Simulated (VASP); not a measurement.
Sb: single point with PBEsol

Crystal: Sb.

```xyz
2
Lattice="2.0431 1.1796 3.9312 -2.0431 1.1796 3.9312 0.0000 -2.3591 3.9312" Properties=species:S:1:pos:R:3 pbc="T T T"
Sb    0.0000    0.0000    2.7555
Sb    0.0000    0.0000    9.0381
```

This cell differs from its parent crystal: strain -0.050 along x and y, +0.050 along z.

* Program: VASP 6.6.1
* Task: single point
* Functional: PBEsol
* Potentials or basis: VASP PAW PBE potentials, release 64 (Sb_d_GW)
* Cutoff: 500 eV
* k mesh: 12 × 12 × 12
* Occupations: gaussian, width 0.15 eV
* Spin: no spin polarisation

- Pressure: 4.4 GPa
- Largest force: 0.474 eV/Å
- Band gap on the k mesh: zero (bands 15 and 16 overlap by 0.87 eV)

Forces on the atoms (eV/Å):
```
Sb   0.000  0.000  0.474
Sb   0.000  0.000 -0.474
```

Stress tensor (GPa, compression positive):
```
5.45 0.00 0.00
0.00 5.45 0.00
0.00 0.00 2.35
```

Levels at points of the mesh, in eV from the Fermi level:
```tsv
k point	band 12	band 13	band 14	band 15	band 16	band 17	band 18	band 19
(0.00, 0.00, 0.00)	-4.75	-2.90	-1.37	-1.37	2.24	2.87	2.87	5.39
(0.50, 0.00, 0.00)	-9.73	-2.45	-1.92	-0.46	-0.18	-0.05	0.73	6.71
(0.50, 0.50, 0.00)	-8.10	-5.67	-4.23	-3.44	1.48	5.01	5.77	6.77
(0.50, 0.50, 0.50)	-9.36	-0.89	-0.89	0.42	0.67	0.67	1.82	6.64
```

Wall time 2.4 min on 1 thread of Intel(R) Xeon(R) Platinum 8488C (Sapphire Rapids), on a shared host, peak memory 0.37 GiB.

Caveat: the cell differs from its parent crystal (strain -0.050 along x and y, +0.050 along z); the cell stands under pressure; the PAW data sets were made with another functional, which shifts forces and pressure a little; spin-orbit coupling is left out, which moves the levels of the heavy elements.
